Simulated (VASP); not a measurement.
# AlNi in VASP: a series of runs, part 2 of 2

VASP 6.6.1. The steps go on from the part before.

### 4 Single point, PBEsol

This run uses another cell than the first one, of 11.72 Å³/atom.

INCAR

```
  PREC = Accurate
  ENCUT = 520
  EDIFF = 1E-6
  ISMEAR = 0
  SIGMA = 0.1
  LREAL = F
  LASPH = T
  NELM = 100
  ALGO = Fast
  ISIF = 2
  LWAVE = F
  LCHARG = F
  GGA = PS
  NBANDS = 14
```

KPOINTS

```
regular mesh
0
Gamma
  16 16 14
```

POSCAR

```
AlNi
1.0
    2.0213372431     -2.0213589201      0.0000000000
    2.0213372431      2.0213589201      0.0000000000
    0.0000000000      0.0000000000      2.8693957263
Al Ni
1 1
Direct
    0.0000000000      0.0000000000      0.0000000000
    0.5000000000      0.5000000000      0.5000000000
```

Potentials or basis: VASP PAW PBE potentials, release 64 (Al, Ni).

Command:

```
cat potpaw_PBE.64/Al/POTCAR potpaw_PBE.64/Ni/POTCAR > POTCAR
mpirun -np 1 vasp_std > vasp.out
```

OUTCAR:

```text
PREC = Accurate
   ENCUT = 520
   EDIFF = 1E-6
   ISMEAR = 0
   LREAL = F
   LASPH = T
   NELM = 100
   ISIF = 2
   GGA = PS

 ion  position               nearest neighbor table
   1  0.000  0.000  0.000-   2 2.48   2 2.48   2 2.48   2 2.48   2 2.48   2 2.48   2 2.48   2 2.48

   2  0.500  0.500  0.500-   1 2.48   1 2.48   1 2.48   1 2.48   1 2.48   1 2.48   1 2.48   1 2.48

  LATTYP: Found a base centered orthorhombic cell.
 ALAT       =     4.0426744862
 B/A-ratio  =     1.0000107241
 C/A-ratio  =     0.7097765937

  Lattice vectors:

 A1 = (   2.0213372431,  -2.0213589201,   0.0000000000)
 A2 = (   2.0213372431,   2.0213589201,   0.0000000000)
 A3 = (   0.0000000000,   0.0000000000,   2.8693957263)

Analysis of symmetry for initial positions (statically):
=====================================================================
 Subroutine PRICEL returns:
 Original cell was already a primitive cell.

 Routine SETGRP: Setting up the symmetry group for a
 base centered orthorhombic supercell.

 Subroutine GETGRP returns: Found  8 space group operations
 (whereof  8 operations were pure point group operations)
 out of a pool of  8 trial point group operations.

The static configuration has the point symmetry D_2h.

Analysis of symmetry for dynamics (positions and initial velocities):
=====================================================================
 Subroutine PRICEL returns:
 Original cell was already a primitive cell.

 Routine SETGRP: Setting up the symmetry group for a
 base centered orthorhombic supercell.

 Subroutine GETGRP returns: Found  8 space group operations
 (whereof  8 operations were pure point group operations)
 out of a pool of  8 trial point group operations.

The dynamic configuration has the point symmetry D_2h.

 Subroutine INISYM returns: Found  8 space group operations
 (whereof  8 operations are pure point group operations),
 and found     1 'primitive' translations

----------------------------------------------------------------------------------------

[... 119 lines left out ...]
   AEXX    =    0.0000 exact exchange contribution
   IVDW    =     0    specifies the selected vdW correction
   LEPSILON=     F    determine dielectric tensor
   LRPA    =     F    only Hartree local field effects (RPA)
 non-spin polarized calculation
 RMM-DIIS sequential band-by-band and
 Gauss-broadening in eV      SIGMA  =   0.10
  energy-cutoff  :      520.00
  volume of cell :       23.45
 maximum number of plane-waves:       653
 NGX is ok and might be reduce to    24
   NGX = 11   NGY = 11   NGZ = 11

 number of electron      13.0000011 magnetization

 Free energy of the ion-electron system (eV)
  ---------------------------------------------------
  ext. energy  EPLUGINS =         0.00000000
  ---------------------------------------------------
  free energy    TOTEN  =       -11.58886466 eV

  energy without entropy =      -11.58529099  energy(sigma->0) =      -11.58707783

 E-fermi :  10.1476     XC(G=0): -12.2615

 val. band max:       10.1311480112   @ k =  -0.2500   0.0625   0.3571
 cond. band min:      10.1630179941   @ k =  -0.4375   0.3125   0.5000
 fundamental gap:      0.0318699830
 Fermi energy:        10.1476436330

 k-point     1 :       0.0000    0.0000    0.0000
  band No.  band energies     occupation
      1      -1.1174      2.00000
      2       6.8281      2.00000
      3       6.8291      2.00000
      4       8.5754      2.00000
      5       8.5755      2.00000
      6       8.5843      2.00000
      7      15.6472      0.00000
      8      15.7835      0.00000
      9      15.7836      0.00000
     10      18.3525      0.00000
     11      18.3834      0.00000
     12      24.2418      0.00000
     13      31.2576      0.00000
     14      31.3029      0.00000
[... 377 lines left out ...]
      1      -0.9712      2.00000
      2       6.8333      2.00000
      3       6.8520      2.00000
      4       8.5180      2.00000
      5       8.5379      2.00000
      6       8.5545      2.00000
      7      14.9011      0.00000
      8      15.2401      0.00000
      9      15.8413      0.00000
     10      18.7296      0.00000
     11      19.5023      0.00000
     12      24.7323      0.00000
     13      29.5589      0.00000
     14      30.3341      0.00000

 [... further k-points ...]
[... 5 lines left out ...]
  --------------------------------------------------------------------------------------
  -------------------------------------------------------------------------------------
  Total       -0.0218652     -0.0222619     -0.0214478      0.0000000      0.0000000      0.0000000
  in kB       -1.4940380     -1.5211445     -1.4655143      0.0000000      0.0000000      0.0000000
  external PRESSURE =      -1.4935656 kB  Pullay stress =       0.0000000 kB

 VOLUME and BASIS-vectors are now :
 -----------------------------------------------------------------------------
  energy-cutoff  :      520.00
  volume of cell :       23.45
      direct lattice vectors                 reciprocal lattice vectors
     2.021337243 -2.021358920  0.000000000     0.247360999 -0.247358346  0.000000000
     2.021337243  2.021358920  0.000000000     0.247360999  0.247358346  0.000000000
     0.000000000  0.000000000  2.869395726     0.000000000  0.000000000  0.348505433

 POSITION                                       TOTAL-FORCE (eV/Angst)
 -----------------------------------------------------------------------------------
      0.00000      0.00000      0.00000         0.000000      0.000000      0.000000
      2.02134      0.00000      1.43470        -0.000000     -0.000000      0.000000
 -----------------------------------------------------------------------------------
    total drift:                                0.000000     -0.000000     -0.000000

  FREE ENERGIE OF THE ION-ELECTRON SYSTEM (eV)
  ---------------------------------------------------
  free  energy   TOTEN  =       -11.5888646647 eV

  energy  without entropy=      -11.5852909865  energy(sigma->0) =      -11.58707783
```

OSZICAR:

```text
N       E                     dE             d eps       ncg     rms          rms(c)
DAV:   1     0.392104730956E+02    0.39210E+02   -0.53724E+03 16742   0.971E+02
DAV:   2    -0.114997569191E+02   -0.50710E+02   -0.45786E+02 17522   0.179E+02
DAV:   3    -0.132088832797E+02   -0.17091E+01   -0.16915E+01 20732   0.365E+01
DAV:   4    -0.132315925332E+02   -0.22709E-01   -0.22703E-01 19484   0.383E+00
DAV:   5    -0.132322562109E+02   -0.66368E-03   -0.66367E-03 21210   0.712E-01    0.128E+01
RMM:   6    -0.152415766094E+02   -0.20093E+01   -0.15677E+01 19935   0.495E+01    0.172E+01
RMM:   7    -0.116064389057E+02    0.36351E+01   -0.43104E+00 18364   0.253E+01    0.123E+00
RMM:   8    -0.116000410094E+02    0.63979E-02   -0.90712E-02 17533   0.299E+00    0.756E-01
RMM:   9    -0.115931947627E+02    0.68462E-02   -0.31186E-02 18639   0.114E+00    0.586E-01
RMM:  10    -0.115888351400E+02    0.43596E-02   -0.84689E-03 19982   0.116E+00    0.138E-01
RMM:  11    -0.115890600706E+02   -0.22493E-03   -0.86639E-04 22218   0.345E-01    0.140E-01
RMM:  12    -0.115888526894E+02    0.20738E-03   -0.38548E-04 21712   0.217E-01    0.201E-02
RMM:  13    -0.115888625406E+02   -0.98512E-05   -0.97764E-05 22282   0.666E-02    0.723E-03
RMM:  14    -0.115888641043E+02   -0.15637E-05   -0.16263E-05 22474   0.284E-02    0.277E-03
RMM:  15    -0.115888646647E+02   -0.56042E-06   -0.15309E-06 13533   0.117E-02
   1 F= -.11588865E+02 E0= -.11587078E+02  d E =-.357368E-02
```

stdout:

```text
POSCAR found type information on POSCAR AlNi
 POSCAR found :  2 types and       2 ions
 scaLAPACK will be used
 -----------------------------------------------------------------------------
|                                                                             |
|                                                                             |
|     You enforced a specific xc type in the INCAR file but a different       |
|     I HOPE YOU KNOW WHAT YOU ARE DOING!                                     |
|                                                                             |
 -----------------------------------------------------------------------------

 LDA part: xc-table for (Slater+PW92), standard interpolation
 POSCAR, INCAR and KPOINTS ok, starting setup
 FFT: planning ... GRIDC
 FFT: planning ... GRID_SOFT
 FFT: planning ... GRID
 WAVECAR not read
 entering main loop
WARNING in EDDRMM: call to ZHEGV failed, returncode =   8  4     13
WARNING in EDDRMM: call to ZHEGV failed, returncode =   8  4     13
```

It took 72 s on 1 thread of Intel Xeon 6975P-C (Granite Rapids), shared host; peak memory 0.3 GiB.

What came out:

```yaml
Free_energy: -11.5889 eV
Pressure: -0.1 GPa
Band_gap_on_the_k_mesh: zero (an odd number of electrons rules out a gap without spin polarisation)
```

Levels at points of the mesh, in eV from the Fermi level:
```
           k point  band 5  band 6  band 7  band 8  band 9  band 10
(0.00, 0.00, 0.00)   -1.57   -1.56    5.50    5.64    5.64     8.20
(0.50, 0.00, 0.00)   -2.29   -1.48   -0.64    8.33   10.02    10.15
(0.50, 0.50, 0.00)   -2.13   -2.13   -1.02    1.53    2.63    12.45
(0.00, 0.00, 0.50)   -2.29   -1.47   -0.66    8.33   10.13    10.13
(0.50, 0.00, 0.50)   -2.12   -2.11   -1.03    1.50    2.59    12.55
(0.50, 0.50, 0.50)   -0.99    1.97    1.98    1.98    3.91     4.56
```

Caveat: the PAW data sets were made with another functional, which shifts forces and pressure a little. Spin polarisation is off, so any magnetic state and its effect on volume and gap are missing.

### 5 Single point, r2SCAN

This run uses another cell than the first one, of 11.74 Å³/atom.

POSCAR

```
AlNi
1.0
    2.0223668455     -2.0221508888      0.0000000000
    2.0223668455      2.0221508888      0.0000000000
    0.0000000000      0.0000000000      2.8701018246
Al Ni
1 1
Direct
    0.0000000000      0.0000000000      0.0000000000
    0.5000000000      0.5000000000      0.5000000000
```

INCAR.step1

```
PREC = Accurate
ENCUT = 520
ISMEAR = 0
SIGMA = 0.1
LREAL = F
LASPH = T
NELM = 60
NBANDS = 14
GGA = PE
ALGO = Normal
EDIFF = 1E-4
LWAVE = T
LCHARG = F
```

INCAR.step2

```
PREC = Accurate
ENCUT = 520
EDIFF = 1E-6
ISMEAR = 0
SIGMA = 0.1
LREAL = F
LASPH = T
NELM = 60
ALGO = Normal
ISIF = 2
LWAVE = F
LCHARG = F
METAGGA = R2SCAN
LMIXTAU = T
NBANDS = 14
ISTART = 1
```

KPOINTS

```
Automatic mesh
0
Gamma
  16 16 14
```

Command:

```
cat potpaw_PBE.64/Al/POTCAR potpaw_PBE.64/Ni/POTCAR > POTCAR
cp INCAR.step1 INCAR
mpirun -np 1 vasp_std > vasp.out
cp INCAR.step2 INCAR
mpirun -np 1 vasp_std > vasp.out
```

Wall time 3.4 min (1 thread of Intel Xeon 6975P-C (Granite Rapids), shared host); peak memory 0.31 GiB.

The run converged. Its results:

```
Free energy            : -20.0706 eV
Pressure               : -0.2 GPa
Band gap on the k mesh : zero (an odd number of electrons rules out a gap without spin polarisation)
```

Levels at points of the mesh, in eV from the Fermi level:
```
           k point  band 4  band 5  band 6  band 7  band 8  band 9  band 10  band 11
(0.00, 0.00, 0.00)   -1.63   -1.63   -1.62    5.90    6.03    6.04     8.45     8.49
(0.50, 0.00, 0.00)   -2.38   -2.36   -1.53   -0.63    8.68   10.58    10.71    11.76
(0.50, 0.50, 0.00)   -3.12   -2.21   -2.21   -1.03    1.66    2.83    13.45    15.93
(0.00, 0.00, 0.50)   -2.36   -2.36   -1.53   -0.66    8.68   10.70    10.70    11.83
(0.50, 0.00, 0.50)   -3.14   -2.19   -2.19   -1.04    1.62    2.80    13.54    15.99
(0.50, 0.50, 0.50)   -1.01   -1.00    2.03    2.04    2.04    4.65     4.72     4.72
```

Caveat: the PAW data sets were made with another functional, which shifts forces and pressure a little.

### 6 Overview

| level | potentials or basis | cell | gap on the mesh (eV) | pressure (GPa) |
| --- | --- | --- | --- | --- |
| LDA | VASP PAW LDA potentials, release 64 (Al, Ni) | a = 2.829, b = 2.829, c = 2.840 Å, 2 atoms | none | 0.3 |
| PBE | VASP PAW PBE potentials, release 64 (Al, Ni) | a = 2.889, b = 2.889, c = 2.901 Å, 2 atoms | none | 0.0 |
| PBEsol | VASP PAW PBE potentials, release 64 (Al, Ni) | a = 2.859, b = 2.859, c = 2.869 Å, 2 atoms | none | -0.1 |
| r2SCAN | VASP PAW PBE potentials, release 64 (Al, Ni) | a = 2.860, b = 2.860, c = 2.870 Å, 2 atoms | none | -0.2 |

Alike in all rows: task single point; no spin polarisation; k mesh 16 × 16 × 14; cutoff (eV) 520; smearing gaussian 0.1 eV.

Caveats: the PAW data sets were made with another functional, which shifts forces and pressure a little (at least some runs).

Absolute energies hang on the potentials; compare differences alone.
